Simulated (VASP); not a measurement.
Input of a VASP 6.6.1 run:

Contents of INCAR:

```
ALGO = Normal
EDIFF = 1E-6
ENCUT = 520
GGA = PE
ISIF = 2
ISMEAR = -1
ISPIN = 2
LASPH = T
LCHARG = F
LMAXMIX = 4
LORBIT = 11
LREAL = F
LWAVE = F
MAGMOM = 0.2 0.2 0.2 0.2 0.2 0.2
NBANDS = 36
NELM = 150
PREC = Accurate
SIGMA = 0.1
```

The input KPOINTS:

```
k-points
0
Gamma
  5 5 2
```

Contents of POSCAR:

```
Hf2Sb3Au
1.0
    4.0058519427      0.0000000000      0.0000000000
    0.0000000000      4.0058519427      0.0000000000
    0.0000000000      0.0000000000      8.6153348449
Au Hf Sb
1 2 3
Direct
    0.0000000000      0.0000000000      0.0000000000
    0.0000000000      0.5000000000      0.7321467826
    0.5000000000      0.0000000000      0.2678532174
    0.5000000000      0.5000000000      0.0000000000
    0.0000000000      0.5000000000      0.3776414209
    0.5000000000      0.0000000000      0.6223585791
```

Potentials or basis: VASP PAW PBE potentials, release 64 (Au, Hf_pv, Sb).

Run with:

```bash
$ cat potpaw_PBE.64/Au/POTCAR potpaw_PBE.64/Hf_pv/POTCAR potpaw_PBE.64/Sb/POTCAR > POTCAR
$ mpirun -np 1 vasp_std > vasp.out
```

**Question.** Predict the pressure.

**Answer.** -0.3 GPa.

**Question.** Estimate the largest force.

**Answer.** 0.021 eV/Å.

**Question.** Estimate the net moment.

**Answer.** 0.00 μB per cell.

Forces in eV/Å, atoms in the order of the input:
```
Au   0.000  0.000  0.000
Hf   0.000  0.000  0.021
Hf   0.000  0.000 -0.021
Sb   0.000  0.000  0.000
Sb   0.000  0.000 -0.001
Sb   0.000  0.000  0.001
```

Caveat: the k points lie up to 0.36 Å⁻¹ apart, too coarse for converged energies and pressures of a metal.
